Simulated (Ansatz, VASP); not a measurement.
# Al2Cu: VASP beside Ansatz

```xyz
9
Lattice="-2.0446 2.0446 -2.8914 -2.0446 -2.0446 2.8914 -0.6815 7.4969 6.7466" Properties=species:S:1:pos:R:3 pbc="T T T"
Al    0.0000    1.0223    0.7229
Al   -2.0446    3.0669    3.6143
Al   -2.0446    7.1561    3.6143
Al   -2.0446    7.1561    6.5057
Al   -2.0446    3.0669    0.7229
Al    0.0000    5.1115    3.6143
Cu   -2.0446    1.0223   -0.7229
Cu    0.0000    3.0669    2.1686
Cu   -2.0446    5.1115    5.0600
```

Alike in both runs: task single point; functional PBE; k mesh 11 × 11 × 4; occupations gaussian, width 0.15 eV; no spin polarisation.

|  | VASP | Ansatz |
| --- | --- | --- |
| version | VASP 6.6.1 | Ansatz 0.2.0 |
| potentials or method | VASP PAW PBE potentials, release 64 (Al, Cu), cutoff 520 eV | scalar-relativistic, plane waves, PAW |
| valence electrons in the cell | 51 | 75 |

Ansatz gave:

```
gap on the k mesh at the Fermi level (eV)                     : none
pressure (GPa)                                                : 15.1
traceless stress, the component that is largest in VASP (GPa) : 16.51
rms of the force components (eV/Å)                            : 5.690
```

Problem. Which values does VASP return?

Solution. gap on the k mesh at the Fermi level (eV): none; pressure (GPa): 15.5; traceless stress, the component that is largest in VASP (GPa): 16.74; rms of the force components (eV/Å): 5.787.

Atom by atom the forces differ by 0.099 eV/Å (rms over components). A gap of «none» marks a metal or a gap that the smearing closes. The functional is the same, so the differences come from potentials, cutoffs and numerics. VASP's potentials hold 51 valence electrons a cell and Ansatz's 75, so a difference there can come from the potentials and not from the codes.
